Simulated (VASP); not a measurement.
Here is a VASP 6.6.1 calculation.

File POSCAR:

```
HfO2
1.0
    0.0000000000      2.5229349520      2.5229349520
    2.5229349520      0.0000000000      2.5229349520
    2.5229349520      2.5229349520      0.0000000000
Hf O
1 2
Direct
    0.0000000000      0.0000000000      0.0000000000
    0.7500000000      0.7500000000      0.7500000000
    0.2500000000      0.2500000000      0.2500000000
```

The input INCAR.step1:

```
PREC = Accurate
ENCUT = 520
ISMEAR = -1
SIGMA = 0.05
LREAL = False
LASPH = True
NELM = 60
NBANDS = 18
GGA = PE
ALGO = Normal
EDIFF = 1E-4
LWAVE = True
LCHARG = False
```

Contents of INCAR.step2:

```
PREC = Accurate
ENCUT = 520
EDIFF = 1E-6
ISMEAR = -1
SIGMA = 0.05
LREAL = False
LASPH = True
NELM = 60
ALGO = Normal
ISIF = 2
LWAVE = False
LCHARG = True
METAGGA = R2SCAN
LMIXTAU = True
LELF = True
LVHAR = True
NBANDS = 18
ISTART = 1
```

KPOINTS

```
regular mesh
0
Gamma
  9 9 9
```

Potentials or basis: VASP PAW PBE potentials, release 64 (Hf_pv, O).

Run with:

```console
$ cat potpaw_PBE.64/Hf_pv/POTCAR potpaw_PBE.64/O/POTCAR > POTCAR
$ cp INCAR.step1 INCAR
$ mpirun -np 1 vasp_std > vasp.out
$ cp INCAR.step2 INCAR
$ mpirun -np 1 vasp_std > vasp.out
```

(1) What does it give for the pressure?

(2) What does it give for the band gap on the k mesh?

Results:

(1) -2.0 GPa.

(2) 4.45 eV, indirect (least direct gap 4.56 eV).

Caveat: the PAW data sets were made with another functional, which shifts forces and pressure a little; spin-orbit coupling is left out, which moves the levels of the heavy elements.
